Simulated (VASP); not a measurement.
# CdHg3Se4 (P-4m2) in VASP: further runs

Runs on CdHg3Se4. Level: PBE. Tasks: single point.

All numbers are computed with VASP 6.6.1; they aren't measurements. Logs are shortened: lines on timing, memory, paths and dates and some standing lists are left out, and cuts for length are marked.

**1. The cell of the first run**

Symmetry: P-4m2, No. 115, tetragonal system. The conventional cell has a = 4.420 Å, b = 4.420 Å, c = 12.465 Å, α = 90.00°, β = 90.00°, γ = 90.00°. Within 3.5 Å of Cd (site symmetry -4m2) lie 4 Se at 2.69 Å. Hg (site symmetry 2mm) has 4 Se at 2.71 Å within 3.6 Å. Within 3.6 Å of Hg (site symmetry -4m2) lie 4 Se at 2.71 Å. Within 3.6 Å of Se (site symmetry 2mm) lie 4 Hg at 2.71 Å. Se (site symmetry 2mm) has 2 Cd at 2.69 Å and 2 Hg at 2.71 Å within 3.5 Å.

**2. Single point, PBE**

INCAR

```
ALGO = Normal
EDIFF = 1E-6
ENCUT = 520
GGA = PE
ISIF = 2
ISMEAR = 0
LASPH = T
LCHARG = F
LREAL = F
LWAVE = F
NBANDS = 46
NELM = 60
PREC = Accurate
SIGMA = 0.1
```

KPOINTS

```
k-points
0
Gamma
  4 4 2
```

POSCAR

```
CdHg3Se4
1.0
    4.4198563000      0.0000000000      0.0000000000
    0.0000000000      4.4198563000      0.0000000000
    0.0000000000      0.0000000000     12.4648048000
Cd Hg Se
1 3 4
Direct
    0.5000000000      0.5000000000      0.5000000000
    0.0000000000      0.0000000000      0.7485850000
    0.5000000000      0.5000000000      0.0000000000
    0.0000000000      0.0000000000      0.2514150000
    0.5000000000      0.0000000000      0.8742890000
    0.0000000000      0.5000000000      0.1257110000
    0.5000000000      0.0000000000      0.3773530000
    0.0000000000      0.5000000000      0.6226470000
```

Potentials or basis: VASP PAW PBE potentials, release 64 (Cd, Hg, Se).

On the command line:

```
cat potpaw_PBE.64/Cd/POTCAR potpaw_PBE.64/Hg/POTCAR potpaw_PBE.64/Se/POTCAR > POTCAR
mpirun -np 1 vasp_std > vasp.out
```

OUTCAR:

```text
EDIFF = 1E-6
   ENCUT = 520
   GGA = PE
   ISIF = 2
   ISMEAR = 0
   LASPH = T
   LREAL = F
   NELM = 60
   PREC = Accurate

 ion  position               nearest neighbor table
   1  0.500  0.500  0.500-   7 2.69   8 2.69   7 2.69   8 2.69
   2  0.000  0.000  0.749-   5 2.71   5 2.71   8 2.71   8 2.71
   3  0.500  0.500  0.000-   5 2.71   6 2.71   5 2.71   6 2.71
   4  0.000  0.000  0.251-   6 2.71   6 2.71   7 2.71   7 2.71
   5  0.500  0.000  0.874-   2 2.71   2 2.71   3 2.71   3 2.71
   6  0.000  0.500  0.126-   4 2.71   4 2.71   3 2.71   3 2.71
   7  0.500  0.000  0.377-   1 2.69   1 2.69   4 2.71   4 2.71
   8  0.000  0.500  0.623-   1 2.69   1 2.69   2 2.71   2 2.71

  LATTYP: Found a simple tetragonal cell.
 ALAT       =     4.4198563000
 C/A-ratio  =     2.8201832716

  Lattice vectors:

 A1 = (   4.4198563000,   0.0000000000,   0.0000000000)
 A2 = (   0.0000000000,   4.4198563000,   0.0000000000)
 A3 = (   0.0000000000,   0.0000000000,  12.4648048000)

Analysis of symmetry for initial positions (statically):
=====================================================================
 Subroutine PRICEL returns:
 Original cell was already a primitive cell.

 Routine SETGRP: Setting up the symmetry group for a
 simple tetragonal supercell.

 Subroutine GETGRP returns: Found  8 space group operations
 (whereof  8 operations were pure point group operations)
 out of a pool of 16 trial point group operations.

The static configuration has the point symmetry D_2d.

Analysis of symmetry for dynamics (positions and initial velocities):
=====================================================================
 Subroutine PRICEL returns:
 Original cell was already a primitive cell.

 Routine SETGRP: Setting up the symmetry group for a
 simple tetragonal supercell.

 Subroutine GETGRP returns: Found  8 space group operations
 (whereof  8 operations were pure point group operations)
 out of a pool of 16 trial point group operations.

The dynamic configuration has the point symmetry D_2d.

 Subroutine INISYM returns: Found  8 space group operations
 (whereof  8 operations are pure point group operations),
 and found     1 'primitive' translations

----------------------------------------------------------------------------------------

                                     Primitive cell

  volume of cell :     243.5016

  direct lattice vectors                    reciprocal lattice vectors
[... 91 lines left out ...]
   NFREE  =      0    steps in history (QN), initial steepest desc. (CG)
   ISIF   =      2    stress and relaxation
   ISYM   =      2    0-nonsym 1-usesym 2-fastsym
   POTIM  = 0.5000    time-step for ionic-motion
   TEBEG  =    0.0;   TEEND  =   0.0 temperature during run
   PSTRESS=    0.0 pullay stress
   NELECT =      72.0000    total number of electrons
   NUPDOWN=      -1.0000    fix difference up-down
   EMIN   =  10.00;   EMAX   =-10.00  energy-range for DOS
   EFERMI =   0.00;   METHOD = LEGACY
   ISMEAR =     0;   SIGMA  =   0.10  broadening in eV -4-tet -1-fermi 0-gaus
   EFERMI_NEDOS =   21; number of points for ismear=-14 and -15
   IALGO  =     38    algorithm
   IMIX   =      4    mixing-type and parameters
     AMIX     =   0.40;   BMIX     =  1.00
     AMIX_MAG =   1.60;   BMIX_MAG =  1.00
  volume/ion in A,a.u.               =      30.44       205.40
  Fermi-wavevector in a.u.,A,eV,Ry     =   1.090649  2.061028 16.184342  1.189516
  Thomas-Fermi vector in A             =   2.226878
   LORBIT       =      0    0 simple, 1 ext, 2 COOP (PROOUT), +10 PAW based schemes
   GGA     = PE    functional components
   LHFCALC =     F    Hartree Fock is set to
   AEXX    =    0.0000 exact exchange contribution
   IVDW    =     0    specifies the selected vdW correction
   LEPSILON=     F    determine dielectric tensor
   LRPA    =     F    only Hartree local field effects (RPA)
 non-spin polarized calculation
 Gauss-broadening in eV      SIGMA  =   0.10
  energy-cutoff  :      520.00
  volume of cell :      243.50
 maximum number of plane-waves:      6576
 NGX is ok and might be reduce to    36
   NGX = 17   NGY = 17   NGZ = 47

 number of electron      71.9999998 magnetization

 Free energy of the ion-electron system (eV)
  ---------------------------------------------------
  ext. energy  EPLUGINS =         0.00000000
  ---------------------------------------------------
  free energy    TOTEN  =       -17.67606179 eV

  energy without entropy =      -17.67120590  energy(sigma->0) =      -17.67363384

 E-fermi :   0.8916     XC(G=0):  -8.6411

 val. band max:        0.8655099547   @ k =   0.0000   0.0000   0.0000
 cond. band min:       1.8412254375   @ k =   0.0000   0.0000   0.5000
 fundamental gap:      0.9757154827
 Fermi energy:         0.8916471908

 k-point     1 :       0.0000    0.0000    0.0000
  band No.  band energies     occupation
      1     -11.9025      2.00000
      2     -11.6633      2.00000
      3     -11.6203      2.00000
      4     -11.3884      2.00000
      5      -7.1054      2.00000
      6      -7.1054      2.00000
[... 577 lines left out ...]
     45       8.7304      0.00000
     46       8.7787      0.00000

------------------------ aborting loop because EDIFF is reached ----------------------------------------

  FORCE on cell =-STRESS in cart. coord.  units (eV):
  Direction    XX          YY          ZZ          XY          YZ          ZX
  --------------------------------------------------------------------------------------
  -------------------------------------------------------------------------------------
  Total        0.5565773      0.5565773      0.2940387      0.0000000      0.0000000      0.0000000
  in kB        3.6621348      3.6621348      1.9346986      0.0000000      0.0000000      0.0000000
  external PRESSURE =       3.0863227 kB  Pullay stress =       0.0000000 kB

 VOLUME and BASIS-vectors are now :
 -----------------------------------------------------------------------------
  energy-cutoff  :      520.00
  volume of cell :      243.50
      direct lattice vectors                 reciprocal lattice vectors
     4.419856300  0.000000000  0.000000000     0.226251700  0.000000000  0.000000000
     0.000000000  4.419856300  0.000000000     0.000000000  0.226251700  0.000000000
     0.000000000  0.000000000 12.464804800     0.000000000  0.000000000  0.080225885

 POSITION                                       TOTAL-FORCE (eV/Angst)
 -----------------------------------------------------------------------------------
      2.20993      2.20993      6.23240         0.000000     -0.000000     -0.000000
      0.00000      0.00000      9.33097         0.000000      0.000000     -0.001119
      2.20993      2.20993      0.00000         0.000000      0.000000     -0.000000
      0.00000      0.00000      3.13384        -0.000000      0.000000      0.001119
      2.20993      0.00000     10.89784         0.000000      0.000000      0.001364
      0.00000      2.20993      1.56696         0.000000      0.000000     -0.001364
      2.20993      0.00000      4.70363        -0.000000      0.000000      0.004914
      0.00000      2.20993      7.76117         0.000000      0.000000     -0.004914
 -----------------------------------------------------------------------------------
    total drift:                                0.000000      0.000000      0.000000

  FREE ENERGIE OF THE ION-ELECTRON SYSTEM (eV)
  ---------------------------------------------------
  free  energy   TOTEN  =       -17.6760617894 eV

  energy  without entropy=      -17.6712058979  energy(sigma->0) =      -17.67363384
```

Wall time 86 s (1 thread of Intel Xeon Platinum 8488C (Sapphire Rapids), shared host); peak memory 0.41 GiB.

Results:

| Quantity | Value |
| --- | --- |
| Free energy | -17.6761 eV |
| Pressure | 0.3 GPa |
| Largest force | 0.005 eV/Å |
| Band gap on the k mesh | zero (filled and empty bands touch) |

Forces on the atoms (eV/Å):
```
Cd   0.000  0.000  0.000
Hg   0.000  0.000 -0.001
Hg   0.000  0.000  0.000
Hg   0.000  0.000  0.001
Se   0.000  0.000  0.001
Se   0.000  0.000 -0.001
Se   0.000  0.000  0.005
Se   0.000  0.000 -0.005
```

Levels at points of the mesh, in eV from the Fermi level:
| k point | band 34 | band 35 | band 36 | band 37 | band 38 | band 39 |
| --- | --- | --- | --- | --- | --- | --- |
| (0.00, 0.00, 0.00) | -0.69 | -0.04 | -0.03 | -0.03 | 2.17 | 2.38 |
| (0.50, 0.00, 0.00) | -0.79 | -0.76 | -0.76 | 1.13 | 1.46 | 2.42 |
| (0.50, 0.50, 0.00) | -1.92 | -1.92 | -1.88 | 2.63 | 2.95 | 3.16 |
| (0.00, 0.00, 0.50) | -0.46 | -0.28 | -0.28 | 0.95 | 1.19 | 2.71 |
| (0.50, 0.00, 0.50) | -0.79 | -0.76 | -0.76 | 1.79 | 1.81 | 1.84 |
| (0.50, 0.50, 0.50) | -2.07 | -1.98 | -1.96 | 2.94 | 3.06 | 3.08 |

Caveat: spin-orbit coupling is left out, which moves the levels of the heavy elements.

**3. Single point, PBE (volume scaled by 0.88, then relaxed in part)**

INCAR

```
PREC     = Accurate       # precision mode
ENCUT    = 520            # plane-wave cutoff, eV
EDIFF    = 1E-7           # SCF threshold, eV
ISMEAR   = 0              # smearing method
SIGMA    = 0.1            # smearing width, eV
LREAL    = False          # projectors in reciprocal space
LASPH    = True           # aspherical terms in the spheres
NELM     = 60             # most SCF steps
ALGO     = Normal         # electronic algorithm
ISIF     = 2              # what is computed and relaxed
LWAVE    = False          # write WAVECAR
LCHARG   = True           # write CHGCAR
GGA      = PE             # functional
LELF     = True           # ELF
LVHAR    = True         
NBANDS   = 46             # bands
```

KPOINTS

```
Automatic mesh
0
Gamma
  8 8 4
```

POSCAR

```
CdHg3Se4
1.0
    4.2357133432      0.0000000000      0.0000000000
    0.0000000000      4.2357133432      0.0000000000
    0.0000000000      0.0000000000     11.9434922237
Cd Hg Se
1 3 4
Direct
    0.5000000000      0.5000000000      0.5000000000
    0.0000000000      0.0000000000      0.7483700143
    0.5000000000      0.5000000000      0.0000000000
    0.0000000000      0.0000000000      0.2516299857
    0.5000000000      0.0000000000      0.8741885849
    0.0000000000      0.5000000000      0.1258114151
    0.5000000000      0.0000000000      0.3776153622
    0.0000000000      0.5000000000      0.6223846378
```

Potentials or basis: VASP PAW PBE potentials, release 64 (Cd, Hg, Se).

On the command line:

```
cat potpaw_PBE.64/Cd/POTCAR potpaw_PBE.64/Hg/POTCAR potpaw_PBE.64/Se/POTCAR > POTCAR
mpirun -np 1 vasp_std > vasp.out
```

OUTCAR:

```text
PREC = Accurate
   ENCUT = 520
   EDIFF = 1E-7
   ISMEAR = 0
   LREAL = False
   LASPH = True
   NELM = 60
   ISIF = 2
   GGA = PE

 ion  position               nearest neighbor table
   1  0.500  0.500  0.500-   7 2.57   8 2.57   7 2.57   8 2.57
   2  0.000  0.000  0.748-   5 2.60   5 2.60   8 2.60   8 2.60
   3  0.500  0.500  0.000-   5 2.60   6 2.60   5 2.60   6 2.60
   4  0.000  0.000  0.252-   6 2.60   6 2.60   7 2.60   7 2.60
   5  0.500  0.000  0.874-   3 2.60   3 2.60   2 2.60   2 2.60
   6  0.000  0.500  0.126-   3 2.60   3 2.60   4 2.60   4 2.60
   7  0.500  0.000  0.378-   1 2.57   1 2.57   4 2.60   4 2.60
   8  0.000  0.500  0.622-   1 2.57   1 2.57   2 2.60   2 2.60

  LATTYP: Found a simple tetragonal cell.
 ALAT       =     4.2357133432
 C/A-ratio  =     2.8197121136

  Lattice vectors:

 A1 = (   4.2357133432,   0.0000000000,   0.0000000000)
 A2 = (   0.0000000000,   4.2357133432,   0.0000000000)
 A3 = (   0.0000000000,   0.0000000000,  11.9434922237)

Analysis of symmetry for initial positions (statically):
=====================================================================
 Subroutine PRICEL returns:
 Original cell was already a primitive cell.

 Routine SETGRP: Setting up the symmetry group for a
 simple tetragonal supercell.

 Subroutine GETGRP returns: Found  8 space group operations
 (whereof  8 operations were pure point group operations)
 out of a pool of 16 trial point group operations.

The static configuration has the point symmetry D_2d.

Analysis of symmetry for dynamics (positions and initial velocities):
=====================================================================
 Subroutine PRICEL returns:
 Original cell was already a primitive cell.

 Routine SETGRP: Setting up the symmetry group for a
 simple tetragonal supercell.

[... 139 lines left out ...]
  Thomas-Fermi vector in A             =   2.274832
   LORBIT       =      0    0 simple, 1 ext, 2 COOP (PROOUT), +10 PAW based schemes
   GGA     = PE    functional components
   LHFCALC =     F    Hartree Fock is set to
   AEXX    =    0.0000 exact exchange contribution
   IVDW    =     0    specifies the selected vdW correction
   LEPSILON=     F    determine dielectric tensor
   LRPA    =     F    only Hartree local field effects (RPA)
 non-spin polarized calculation
 Gauss-broadening in eV      SIGMA  =   0.10
  energy-cutoff  :      520.00
  volume of cell :      214.28
 maximum number of plane-waves:      5820
 NGX is ok and might be reduce to    32
   NGX = 15   NGY = 15   NGZ = 45

 number of electron      72.0000009 magnetization

 Free energy of the ion-electron system (eV)
  ---------------------------------------------------
  ext. energy  EPLUGINS =         0.00000000
  ---------------------------------------------------
  free energy    TOTEN  =       -17.08410576 eV

  energy without entropy =      -17.08323444  energy(sigma->0) =      -17.08367010

 E-fermi :   2.0739     XC(G=0):  -9.2378

 val. band max:        2.0254576236   @ k =   0.0000   0.0000   0.0000
 cond. band min:       2.5666685432   @ k =   0.0000   0.0000   0.2500
 fundamental gap:      0.5412109196
 Fermi energy:         2.0739121032

 k-point     1 :       0.0000    0.0000    0.0000
  band No.  band energies     occupation
      1     -11.5967      2.00000
      2     -11.2754      2.00000
      3     -11.2205      2.00000
      4     -10.9030      2.00000
      5      -6.4264      2.00000
      6      -6.4264      2.00000
[... 1165 lines left out ...]
     45       8.0774      0.00000
     46       8.0943      0.00000

 [... further k-points ...]

------------------------ aborting loop because EDIFF is reached ----------------------------------------

  FORCE on cell =-STRESS in cart. coord.  units (eV):
  Direction    XX          YY          ZZ          XY          YZ          ZX
  --------------------------------------------------------------------------------------
  -------------------------------------------------------------------------------------
  Total       10.6086039     10.6086039     10.5819153      0.0000000      0.0000000      0.0000000
  in kB       79.3203032     79.3203032     79.1207525      0.0000000      0.0000000      0.0000000
  external PRESSURE =      79.2537863 kB  Pullay stress =       0.0000000 kB

 VOLUME and BASIS-vectors are now :
 -----------------------------------------------------------------------------
  energy-cutoff  :      520.00
  volume of cell :      214.28
      direct lattice vectors                 reciprocal lattice vectors
     4.235713343  0.000000000  0.000000000     0.236087742  0.000000000  0.000000000
     0.000000000  4.235713343  0.000000000     0.000000000  0.236087742  0.000000000
     0.000000000  0.000000000 11.943492224     0.000000000  0.000000000  0.083727605

 POSITION                                       TOTAL-FORCE (eV/Angst)
 -----------------------------------------------------------------------------------
      2.11786      2.11786      5.97175         0.000000     -0.000000      0.000000
      0.00000      0.00000      8.93815         0.000000      0.000000      0.001671
      2.11786      2.11786      0.00000         0.000000     -0.000000      0.000000
      0.00000      0.00000      3.00534         0.000000      0.000000     -0.001671
      2.11786      0.00000     10.44086        -0.000000      0.000000      0.000701
      0.00000      2.11786      1.50263         0.000000      0.000000     -0.000701
      2.11786      0.00000      4.51005         0.000000      0.000000     -0.001102
      0.00000      2.11786      7.43345         0.000000      0.000000      0.001102
 -----------------------------------------------------------------------------------
    total drift:                                0.000000     -0.000000     -0.000000

  FREE ENERGIE OF THE ION-ELECTRON SYSTEM (eV)
  ---------------------------------------------------
  free  energy   TOTEN  =       -17.0841057612 eV

  energy  without entropy=      -17.0832344378  energy(sigma->0) =      -17.08367010
```

OSZICAR:

```text
N       E                     dE             d eps       ncg     rms          rms(c)
DAV:   1     0.536284384940E+03    0.53628E+03   -0.33765E+04  4140   0.142E+03
DAV:   2     0.153097671980E+02   -0.52097E+03   -0.50497E+03  4482   0.346E+02
DAV:   3    -0.179974225466E+02   -0.33307E+02   -0.33052E+02  4902   0.851E+01
DAV:   4    -0.183926215845E+02   -0.39520E+00   -0.39448E+00  4606   0.875E+00
DAV:   5    -0.183964249656E+02   -0.38034E-02   -0.38029E-02  4844   0.816E-01    0.171E+01
DAV:   6    -0.171159161240E+02    0.12805E+01   -0.26719E+00  5228   0.143E+01    0.128E+01
DAV:   7    -0.171393823577E+02   -0.23466E-01   -0.19166E+00  4478   0.596E+00    0.269E+00
DAV:   8    -0.170829498996E+02    0.56432E-01   -0.37700E-01  4728   0.470E+00    0.106E+00
DAV:   9    -0.170838463811E+02   -0.89648E-03   -0.42113E-02  4606   0.133E+00    0.380E-01
DAV:  10    -0.170840426310E+02   -0.19625E-03   -0.17730E-03  4800   0.275E-01    0.789E-02
DAV:  11    -0.170840711640E+02   -0.28533E-04   -0.16725E-04  4530   0.635E-02    0.246E-02
DAV:  12    -0.170841012784E+02   -0.30114E-04   -0.43110E-05  4538   0.329E-02    0.145E-02
DAV:  13    -0.170841054155E+02   -0.41371E-05   -0.13550E-05  4562   0.276E-02    0.364E-03
DAV:  14    -0.170841055906E+02   -0.17510E-06   -0.17307E-06  4634   0.706E-03    0.255E-03
DAV:  15    -0.170841058529E+02   -0.26230E-06   -0.28685E-07  3544   0.212E-03    0.527E-04
DAV:  16    -0.170841057612E+02    0.91682E-07   -0.30721E-08  2954   0.984E-04
   1 F= -.17084106E+02 E0= -.17083670E+02  d E =-.871323E-03
```

stdout:

```text
POSCAR found type information on POSCAR CdHgSe
 POSCAR found :  3 types and       8 ions
 scaLAPACK will be used
 LDA part: xc-table for (Slater+PW92), standard interpolation
 POSCAR, INCAR and KPOINTS ok, starting setup
 FFT: planning ... GRIDC
 FFT: planning ... GRID_SOFT
 FFT: planning ... GRID
 WAVECAR not read
 entering main loop
```

Run time: 4.5 min. Hardware: 1 thread of Intel Xeon Platinum 8488C (Sapphire Rapids), shared host; peak memory 0.54 GiB.

Results:

| Quantity | Value |
| --- | --- |
| Free energy | -17.0841 eV |
| Pressure | 7.9 GPa |
| Band gap on the k mesh | zero (filled and empty bands touch) |

Levels at points of the mesh, in eV from the Fermi level:
```csv
k point,band 33,band 34,band 35,band 36,band 37,band 38,band 39,band 40
"(0.00, 0.00, 0.00)",-1.30,-0.53,-0.06,-0.05,-0.05,2.46,2.63,2.86
"(0.50, 0.00, 0.00)",-1.04,-1.03,-0.99,-0.99,1.16,1.52,2.67,3.16
"(0.50, 0.50, 0.00)",-2.47,-2.45,-2.45,-2.42,2.71,2.86,2.86,3.11
"(0.00, 0.00, 0.50)",-0.60,-0.60,-0.39,-0.39,1.12,1.38,2.86,2.99
"(0.50, 0.00, 0.50)",-1.32,-1.04,-0.99,-0.99,1.92,1.94,1.98,2.74
"(0.50, 0.50, 0.50)",-2.65,-2.59,-2.50,-2.47,3.13,3.29,3.33,3.54
```

Caveat: spin-orbit coupling is left out, which moves the levels of the heavy elements.

[end of part 1 of 2]
